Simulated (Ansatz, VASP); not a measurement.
# GaP: VASP beside Ansatz

```
Ga P
1.0
     0.00000    2.71923    2.71923
     2.71923    0.00000    2.71923
     2.71923    2.71923    0.00000
Ga P
1 1
Direct
  0.00000 0.00000 0.00000
  0.25000 0.25000 0.25000
```

Alike in both runs: task single point; functional LDA; k mesh 8 × 8 × 8; occupations gaussian, width 0.02 eV; no spin polarisation.

|  | VASP | Ansatz |
| --- | --- | --- |
| version | VASP 6.6.1 | Ansatz 0.2.0 |
| potentials or method | VASP PAW LDA potentials, release 64 (Ga_d, P), cutoff 520 eV | scalar-relativistic, plane waves, PAW |
| valence electrons in the cell | 18 | 18 |

Ansatz gave:

| Item | Value |
| --- | --- |
| gap on the k mesh at the Fermi level (eV) | 1.48 |
| least direct gap on the mesh (eV) | 1.66 |
| pressure (GPa) | -2.2 |

Question: What did VASP give for the same quantities?

Answer: gap on the k mesh at the Fermi level (eV): 1.48; least direct gap on the mesh (eV): 1.69; pressure (GPa): -2.2.

LDA's correlation is that of Perdew and Zunger in VASP and of Perdew and Wang (1992) in Ansatz.
